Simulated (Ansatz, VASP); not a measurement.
Two plane-wave programs on In2S

```
CELL_PARAMETERS angstrom
4.10862 0.00000 0.00000
0.00000 4.10862 0.00000
0.00000 0.00000 4.15452
ATOMIC_POSITIONS crystal
In 0.50000 0.00000 0.74132
In 0.00000 0.50000 0.25868
S 0.00000 0.00000 0.00000
```

Change from the starting cell: species swapped into the Ta2H type (P-4m2, No. 115).

Alike in both runs: task relaxation of cell and atoms; functional PBE; k mesh 4 × 4 × 4; occupations gaussian, width 0.1 eV; no spin polarisation.

|  | VASP | Ansatz |
| --- | --- | --- |
| version | VASP 6.6.1 | Ansatz 0.2.0 |
| potentials or method | VASP PAW PBE potentials, release 64 (In_d, S), cutoff 600 eV | scalar-relativistic, plane waves, PAW |
| valence electrons in the cell | 32 | 32 |

Ansatz gave:

```
gap on the k mesh at the Fermi level, each at its own relaxed structure (eV) : none
relaxed volume (Å³/atom)                                                     : 28.65
relaxed cell length with the largest relative difference (Å)                 : 3.988
```

Question: Which values does VASP return?

Answer: gap on the k mesh at the Fermi level, each at its own relaxed structure (eV): none; relaxed volume (Å³/atom): 28.87; relaxed cell length with the largest relative difference (Å): 4.001.

A gap of «none» marks a metal or a gap that the smearing closes.

The k mesh is coarse, so the values compare programs but aren't converged. Noted on VASP's run: the volume moved by over 15 % at a fixed basis, so the end points are rough.
